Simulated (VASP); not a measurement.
# TaGaGeSe (P4/mmm) in VASP: further runs

Runs on TaGaGeSe. Level: PBE. Tasks: single point, relaxation of cell and atoms.

Everything below comes from runs of VASP 6.6.1. Logs are shortened: lines on timing, memory, paths and dates and some standing lists are left out, and cuts for length are marked.

## (1) The cell of the first run

It takes space group P4/mmm (No. 123, tetragonal). Conventional cell: a = 3.877 Å, b = 3.877 Å, c = 5.286 Å, α = 90.00°, β = 90.00°, γ = 90.00°. Ta (site symmetry 4/mmm) has 2 Se at 2.64 Å and 4 Ga at 2.74 Å within 3.5 Å. Ga (site symmetry 4/mmm) has 2 Ge at 2.64 Å and 4 Ta at 2.74 Å within 3.5 Å. Within 3.5 Å of Ge (site symmetry 4/mmm) lie 2 Ga at 2.64 Å and 4 Se at 2.74 Å. Se (site symmetry 4/mmm) has 2 Ta at 2.64 Å and 4 Ge at 2.74 Å within 3.5 Å.

## (2) Single point, PBE

INCAR reads:

```
SYSTEM = TaGaGeSe
ALGO = Normal
EDIFF = 1E-7
ENCUT = 520
GGA = PE
ISIF = 2
ISMEAR = 0
LASPH = .TRUE.
LCHARG = .FALSE.
LREAL = .FALSE.
LWAVE = .FALSE.
NBANDS = 30
NELM = 60
PREC = Accurate
SIGMA = 0.1
```

KPOINTS reads:

```
k-points
0
G
  4 4 4
  0 0 0
```

POSCAR reads:

```
TaGaGeSe
1.0
    3.8765661934      0.0000000000      0.0000000000
    0.0000000000      3.8765661934      0.0000000000
    0.0000000000      0.0000000000      5.2860250161
Ta Ga Ge Se
1 1 1 1
Direct
    0.0000000000      0.0000000000      0.5000000000
    0.5000000000      0.5000000000      0.5000000000
    0.5000000000      0.5000000000      0.0000000000
    0.0000000000      0.0000000000      0.0000000000
```

Potentials or basis: VASP PAW PBE potentials, release 64 (Ta_pv, Ga_d, Ge_d, Se).

Run with:

```bash
$ cat potpaw_PBE.64/Ta_pv/POTCAR potpaw_PBE.64/Ga_d/POTCAR potpaw_PBE.64/Ge_d/POTCAR potpaw_PBE.64/Se/POTCAR > POTCAR
$ mpirun -np 1 vasp_std > vasp.out
```

OUTCAR:

```text
SYSTEM = TaGaGeSe
   EDIFF = 1E-7
   ENCUT = 520
   GGA = PE
   ISIF = 2
   ISMEAR = 0
   LASPH = .TRUE.
   LREAL = .FALSE.
   NELM = 60
   PREC = Accurate

 ion  position               nearest neighbor table
   1  0.000  0.000  0.500-   4 2.64   4 2.64   2 2.74   2 2.74   2 2.74   2 2.74
   2  0.500  0.500  0.500-   3 2.64   3 2.64   1 2.74   1 2.74   1 2.74   1 2.74
   3  0.500  0.500  0.000-   2 2.64   2 2.64   4 2.74   4 2.74   4 2.74   4 2.74
   4  0.000  0.000  0.000-   1 2.64   1 2.64   3 2.74   3 2.74   3 2.74   3 2.74

  LATTYP: Found a simple tetragonal cell.
 ALAT       =     3.8765661934
 C/A-ratio  =     1.3635843559

  Lattice vectors:

 A1 = (   3.8765661934,   0.0000000000,   0.0000000000)
 A2 = (   0.0000000000,   3.8765661934,   0.0000000000)
 A3 = (   0.0000000000,   0.0000000000,   5.2860250161)

Analysis of symmetry for initial positions (statically):
=====================================================================
 Subroutine PRICEL returns:
 Original cell was already a primitive cell.

 Routine SETGRP: Setting up the symmetry group for a
 simple tetragonal supercell.

 Subroutine GETGRP returns: Found 16 space group operations
 (whereof 16 operations were pure point group operations)
 out of a pool of 16 trial point group operations.

The static configuration has the point symmetry D_4h.

Analysis of symmetry for dynamics (positions and initial velocities):
=====================================================================
 Subroutine PRICEL returns:
 Original cell was already a primitive cell.

 Routine SETGRP: Setting up the symmetry group for a
 simple tetragonal supercell.

 Subroutine GETGRP returns: Found 16 space group operations
 (whereof 16 operations were pure point group operations)
 out of a pool of 16 trial point group operations.

The dynamic configuration has the point symmetry D_4h.

 Subroutine INISYM returns: Found 16 space group operations
 (whereof 16 operations are pure point group operations),
 and found     1 'primitive' translations

----------------------------------------------------------------------------------------

                                     Primitive cell

  volume of cell :      79.4371

  direct lattice vectors                    reciprocal lattice vectors
     3.876566193  0.000000000  0.000000000     0.257960254  0.000000000  0.000000000
     0.000000000  3.876566193  0.000000000     0.000000000  0.257960254  0.000000000
     0.000000000  0.000000000  5.286025016     0.000000000  0.000000000  0.189178068

[... 81 lines left out ...]
   LREAL  =      F    real-space projection
   EDIFFG = 0.1E-05   stopping-criterion for IOM
   NSW    =      0    number of steps for IOM
   IBRION =     -1    ionic relax: 0-MD 1-quasi-New 2-CG
   NFREE  =      0    steps in history (QN), initial steepest desc. (CG)
   ISIF   =      2    stress and relaxation
   ISYM   =      2    0-nonsym 1-usesym 2-fastsym
   POTIM  = 0.5000    time-step for ionic-motion
   TEBEG  =    0.0;   TEEND  =   0.0 temperature during run
   PSTRESS=    0.0 pullay stress
   NELECT =      44.0000    total number of electrons
   NUPDOWN=      -1.0000    fix difference up-down
   EMIN   =  10.00;   EMAX   =-10.00  energy-range for DOS
   EFERMI =   0.00;   METHOD = LEGACY
   ISMEAR =     0;   SIGMA  =   0.10  broadening in eV -4-tet -1-fermi 0-gaus
   EFERMI_NEDOS =   21; number of points for ismear=-14 and -15
   IALGO  =     38    algorithm
   IMIX   =      4    mixing-type and parameters
     AMIX     =   0.40;   BMIX     =  1.00
     AMIX_MAG =   1.60;   BMIX_MAG =  1.00
  volume/ion in A,a.u.               =      19.86       134.02
  Fermi-wavevector in a.u.,A,eV,Ry     =   1.344470  2.540680 24.593893  1.807600
  Thomas-Fermi vector in A             =   2.472461
   LORBIT       =      0    0 simple, 1 ext, 2 COOP (PROOUT), +10 PAW based schemes
   GGA     = PE    functional components
   LHFCALC =     F    Hartree Fock is set to
   AEXX    =    0.0000 exact exchange contribution
   IVDW    =     0    specifies the selected vdW correction
   LEPSILON=     F    determine dielectric tensor
   LRPA    =     F    only Hartree local field effects (RPA)
 non-spin polarized calculation
 Gauss-broadening in eV      SIGMA  =   0.10
  energy-cutoff  :      520.00
  volume of cell :       79.44
 maximum number of plane-waves:      2174
 NGX is ok and might be reduce to    30
   NGX = 15   NGY = 15   NGZ = 19

 number of electron      44.0000012 magnetization

 Free energy of the ion-electron system (eV)
  ---------------------------------------------------
  ext. energy  EPLUGINS =         0.00000000
  ---------------------------------------------------
  free energy    TOTEN  =       -21.90076347 eV

  energy without entropy =      -21.88710753  energy(sigma->0) =      -21.89393550

 E-fermi :   5.9854     XC(G=0): -11.0642

 val. band max:        5.9455536546   @ k =   0.5000   0.0000   0.0000
 cond. band min:       6.0192721786   @ k =   0.2500   0.0000   0.0000
 fundamental gap:      0.0737185240
 Fermi energy:         5.9853631666

 k-point     1 :       0.0000    0.0000    0.0000
  band No.  band energies     occupation
      1     -29.7929      2.00000
      2     -29.3296      2.00000
      3     -29.3296      2.00000
      4     -19.3688      2.00000
      5     -19.3646      2.00000
      6     -19.2917      2.00000
[... 583 lines left out ...]
     29      12.0870      0.00000
     30      12.2357      0.00000

------------------------ aborting loop because EDIFF is reached ----------------------------------------

  FORCE on cell =-STRESS in cart. coord.  units (eV):
  Direction    XX          YY          ZZ          XY          YZ          ZX
  --------------------------------------------------------------------------------------
  -------------------------------------------------------------------------------------
  Total        0.0510703      0.0510703      0.0555663      0.0000000      0.0000000      0.0000000
  in kB        1.0300435      1.0300435      1.1207239      0.0000000      0.0000000      0.0000000
  external PRESSURE =       1.0602703 kB  Pullay stress =       0.0000000 kB

 VOLUME and BASIS-vectors are now :
 -----------------------------------------------------------------------------
  energy-cutoff  :      520.00
  volume of cell :       79.44
      direct lattice vectors                 reciprocal lattice vectors
     3.876566193  0.000000000  0.000000000     0.257960254  0.000000000  0.000000000
     0.000000000  3.876566193  0.000000000     0.000000000  0.257960254  0.000000000
     0.000000000  0.000000000  5.286025016     0.000000000  0.000000000  0.189178068

 POSITION                                       TOTAL-FORCE (eV/Angst)
 -----------------------------------------------------------------------------------
      0.00000      0.00000      2.64301         0.000000      0.000000      0.000000
      1.93828      1.93828      2.64301         0.000000      0.000000      0.000000
      1.93828      1.93828      0.00000         0.000000      0.000000      0.000000
      0.00000      0.00000      0.00000         0.000000      0.000000      0.000000
 -----------------------------------------------------------------------------------
    total drift:                                0.000000      0.000000     -0.000000

  FREE ENERGIE OF THE ION-ELECTRON SYSTEM (eV)
  ---------------------------------------------------
  free  energy   TOTEN  =       -21.9007634713 eV

  energy  without entropy=      -21.8871075309  energy(sigma->0) =      -21.89393550
```

Wall time 36 s (1 thread of Intel Xeon Platinum 8375C at 2.90GHz (Ice Lake), shared host); peak memory 0.21 GiB.

What came out:

```yaml
Free_energy: -21.9008 eV
Pressure: 0.1 GPa
Band_gap_on_the_k_mesh: zero (band 22 reaches 7.22 eV, above the bottom of band 23 at 5.23 eV)
```

Caveat: the k points lie up to 0.41 Å⁻¹ apart; spin-orbit coupling is left out, which moves the levels of the heavy elements.

## (3) Single point, PBE

This run uses another cell than the first one, of 21.70 Å³/atom, 1.093 times its volume.

INCAR reads:

```
PREC = Accurate ; ENCUT = 520
EDIFF = 1E-7 ; ISMEAR = 0
SIGMA = 0.1 ; LREAL = F
LASPH = T ; NELM = 100
ALGO = Normal ; ISIF = 2
LWAVE = F ; LCHARG = T
GGA = PE ; LELF = T
LVHAR = T ; NBANDS = 30
```

KPOINTS reads:

```
Automatic mesh
0
Gamma
  4 4 4
```

POSCAR reads:

```
TaGaGeSe
1.0
    3.9475305700      0.0000000000      0.0000000000
    0.0000000000      3.9475305700      0.0000000000
    0.0000000000      0.0000000000      5.5697447700
Ta Ga Ge Se
1 1 1 1
Direct
    0.0000000000      0.0000000000      0.5000000000
    0.5000000000      0.5000000000      0.5000000000
    0.5000000000      0.5000000000      0.0000000000
    0.0000000000      0.0000000000      0.0000000000
```

Potentials or basis: VASP PAW PBE potentials, release 64 (Ta_pv, Ga_d, Ge_d, Se).

Run with:

```bash
$ cat potpaw_PBE.64/Ta_pv/POTCAR potpaw_PBE.64/Ga_d/POTCAR potpaw_PBE.64/Ge_d/POTCAR potpaw_PBE.64/Se/POTCAR > POTCAR
$ mpirun -np 1 vasp_std > vasp.out
```

It took 43 s on 1 thread of Intel Xeon Platinum 8375C at 2.90GHz (Ice Lake), shared host; peak memory 0.22 GiB.

Results (log left out):

```
Free energy            : -21.7056 eV
Pressure               : -6.9 GPa
Band gap on the k mesh : zero (band 22 reaches 6.12 eV, above the bottom of band 23 at 4.57 eV)
```

Stress tensor (GPa, compression positive):
```
-5.82  0.00  0.00
 0.00 -5.82  0.00
 0.00  0.00 -9.19
```

Levels at points of the mesh, in eV from the Fermi level:
| k point | band 20 | band 21 | band 22 | band 23 | band 24 | band 25 |
| --- | --- | --- | --- | --- | --- | --- |
| (0.00, 0.00, 0.00) | -1.10 | -0.49 | 0.12 | 0.12 | 0.42 | 0.78 |
| (0.50, 0.00, 0.00) | -2.56 | -1.64 | -0.76 | 0.00 | 0.30 | 1.01 |
| (0.50, 0.50, 0.00) | -1.85 | -1.02 | -1.02 | -0.27 | -0.27 | 0.60 |
| (0.00, 0.00, 0.50) | -1.01 | 0.79 | 1.05 | 1.05 | 1.43 | 1.55 |
| (0.50, 0.00, 0.50) | -1.37 | -1.26 | -0.25 | -0.02 | 0.49 | 1.29 |
| (0.50, 0.50, 0.50) | -1.32 | -1.32 | 0.36 | 0.36 | 1.38 | 1.42 |

Caveat: the k points lie up to 0.40 Å⁻¹ apart; spin-orbit coupling is left out, which moves the levels of the heavy elements.

## (4) Relaxation of cell and atoms, PBE

This run uses another cell than the first one, of 21.70 Å³/atom, 1.093 times its volume.

INCAR reads:

```
SYSTEM = TaGaGeSe
PREC     = Accurate       ! precision mode
ENCUT    = 600            ! plane-wave cutoff, eV
EDIFF    = 1E-7           ! SCF threshold, eV
ISMEAR   = 0              ! smearing method
SIGMA    = 0.1            ! smearing width, eV
LREAL    = .FALSE.        ! projectors in reciprocal space
LASPH    = .TRUE.         ! aspherical terms in the spheres
NELM     = 60             ! most SCF steps
ALGO     = Normal         ! electronic algorithm
ISIF     = 3              ! what is computed and relaxed
LWAVE    = .FALSE.        ! write WAVECAR
LCHARG   = .FALSE.        ! write CHGCAR
GGA      = PE             ! functional
IBRION   = 2              ! ionic algorithm
NSW      = 90             ! ionic steps
EDIFFG   = -0.04          ! ionic threshold
```

KPOINTS reads:

```
regular mesh
0
G
  4 4 4
  0 0 0
```

POSCAR is that of step 3.

Run with:

```bash
$ cat potpaw_PBE.64/Ta_pv/POTCAR potpaw_PBE.64/Ga_d/POTCAR potpaw_PBE.64/Ge_d/POTCAR potpaw_PBE.64/Se/POTCAR > POTCAR
$ mpirun -np 1 vasp_std > vasp.out
```

Wall time 2.4 min (1 thread of Intel Xeon Platinum 8375C at 2.90GHz (Ice Lake), shared host); peak memory 0.27 GiB.

The run converged. Its results:

```yaml
Free_energy: -21.9021 eV
Relaxed_volume: 19.85 Å³/atom
Relaxed_cell: a = 3.876 Å, b = 3.876 Å, c = 5.286 Å, α = 90.00°, β = 90.00°, γ = 90.00°
Space_group_after_relaxing_to_0.05_Å: P4/mmm (No. 123)
Energy_gained_by_relaxing: 49.1 meV/atom
Ionic_steps: 5
Pressure_after_relaxing: 0.2 GPa
Band_gap_on_the_k_mesh: zero (band 22 reaches 7.23 eV, above the bottom of band 23 at 5.23 eV)
```

The path:
```csv
step,energy change (eV),largest force (eV/Å),pressure (GPa),volume (Å³)
1,0.0000,0.0000,-6.94,86.79
2,-0.1261,0.0000,5.64,75.50
3,-0.1873,0.0000,0.26,79.28
4,-0.1960,0.0000,0.17,79.39
5,-0.1964,0.0000,0.15,79.41
```

Final structure:
```
CELL_PARAMETERS angstrom
3.87581 0.00000 0.00000
0.00000 3.87581 0.00000
0.00000 0.00000 5.28631
ATOMIC_POSITIONS crystal
Ta 0.00000 0.00000 0.50000
Ga 0.50000 0.50000 0.50000
Ge 0.50000 0.50000 0.00000
Se 0.00000 0.00000 0.00000
```

Levels at points of the mesh, in eV from the Fermi level:
```tsv
k point	band 18	band 19	band 20	band 21	band 22	band 23	band 24	band 25	band 26
(0.00, 0.00, 0.00)	-4.28	-4.28	-1.38	-0.74	-0.06	-0.06	0.75	0.76	2.64
(0.50, 0.00, 0.00)	-4.15	-4.00	-2.88	-1.99	-0.76	-0.04	0.14	1.02	1.41
(0.50, 0.50, 0.00)	-4.46	-3.71	-2.30	-1.32	-1.32	-0.29	-0.29	0.91	1.74
(0.00, 0.00, 0.50)	-4.50	-4.50	-1.25	0.77	1.24	1.24	1.60	1.95	2.03
(0.50, 0.00, 0.50)	-3.45	-3.34	-1.61	-1.46	-0.19	-0.11	0.28	1.52	1.55
(0.50, 0.50, 0.50)	-6.69	-5.88	-1.62	-1.62	0.50	0.50	1.49	1.61	1.92
```

Caveat: the k points lie up to 0.41 Å⁻¹ apart in the final cell; spin-orbit coupling is left out, which moves the levels of the heavy elements.

## (5) Single point, PBE, collinear spin, ferromagnetic start

INCAR reads:

```
SYSTEM = TaGaGeSe
PREC     = Accurate       ! precision mode
ENCUT    = 520            ! plane-wave cutoff, eV
EDIFF    = 1E-6           ! SCF threshold, eV
ISMEAR   = 0              ! smearing method
SIGMA    = 0.1            ! smearing width, eV
LREAL    = .FALSE.        ! projectors in reciprocal space
LASPH    = .TRUE.         ! aspherical terms in the spheres
NELM     = 150            ! most SCF steps
ALGO     = Normal         ! electronic algorithm
ISIF     = 2              ! what is computed and relaxed
LWAVE    = .FALSE.        ! write WAVECAR
LCHARG   = .TRUE.         ! write CHGCAR
ISPIN    = 2              ! spin polarisation
MAGMOM   = 1 0 0 0        ! initial moments
LORBIT   = 11             ! projections on sites
LMAXMIX  = 4              ! l up to which the mixer works
GGA      = PE             ! functional
LELF     = .TRUE.         ! ELF
LVHAR    = .TRUE.       
NBANDS   = 34             ! bands
```

KPOINTS reads:

```
Automatic mesh
0
G
  4 4 4
  0 0 0
```

POSCAR reads:

```
TaGaGeSe
1.0
    3.8765661934      0.0000000000      0.0000000000
    0.0000000000      3.8765661934      0.0000000000
    0.0000000000      0.0000000000      5.2860250161
Ta Ga Ge Se
1 1 1 1
Direct
    0.0000000000      0.0000000000      0.5000000000
    0.5000000000      0.5000000000      0.5000000000
    0.5000000000      0.5000000000      0.0000000000
    0.0000000000      0.0000000000      0.0000000000
```

Run with:

```bash
$ cat potpaw_PBE.64/Ta_pv/POTCAR potpaw_PBE.64/Ga_d/POTCAR potpaw_PBE.64/Ge_d/POTCAR potpaw_PBE.64/Se/POTCAR > POTCAR
$ mpirun -np 1 vasp_std > vasp.out
```

Wall time 42 s (1 thread of Intel Xeon 6975P-C (Granite Rapids), shared host); peak memory 0.26 GiB.

Results (log left out):

```
Free energy                                           : -21.9009 eV
Pressure                                              : 0.2 GPa
Net moment                                            : 0.12 μB per cell
Site moments                                          : Ta +0.09; Ga -0.00; Ge -0.00; Se -0.00 μB
Valence electrons inside the program's atomic spheres : Ta 8.62; Ga 11.78; Ge 12.17; Se 3.89
```

Stress tensor (GPa, compression positive):
```
0.18 0.00 0.00
0.00 0.18 0.00
0.00 0.00 0.25
```

Levels at points of the mesh, in eV from the Fermi level:
Spin up:
```csv
k point,band 20,band 21,band 22,band 23,band 24,band 25
"(0.00, 0.00, 0.00)",-1.39,-0.73,-0.11,-0.11,0.74,0.75
"(0.50, 0.00, 0.00)",-2.87,-1.99,-0.75,-0.05,0.09,1.02
"(0.50, 0.50, 0.00)",-2.29,-1.36,-1.36,-0.28,-0.28,0.89
"(0.00, 0.00, 0.50)",-1.25,0.76,1.19,1.19,1.61,1.95
"(0.50, 0.00, 0.50)",-1.61,-1.47,-0.18,-0.13,0.29,1.51
"(0.50, 0.50, 0.50)",-1.61,-1.61,0.46,0.46,1.48,1.62
```
Spin down:
```csv
k point,band 20,band 21,band 22,band 23,band 24,band 25
"(0.00, 0.00, 0.00)",-1.35,-0.73,0.01,0.01,0.78,0.80
"(0.50, 0.00, 0.00)",-2.87,-1.96,-0.75,-0.01,0.21,1.03
"(0.50, 0.50, 0.00)",-2.30,-1.26,-1.26,-0.27,-0.27,0.94
"(0.00, 0.00, 0.50)",-1.21,0.81,1.31,1.31,1.61,1.97
"(0.50, 0.00, 0.50)",-1.58,-1.44,-0.18,-0.06,0.29,1.56
"(0.50, 0.50, 0.50)",-1.60,-1.60,0.57,0.57,1.51,1.63
```

Caveat: the k points lie up to 0.41 Å⁻¹ apart; spin-orbit coupling is left out, which moves the levels of the heavy elements.

[end of part 1 of 2]
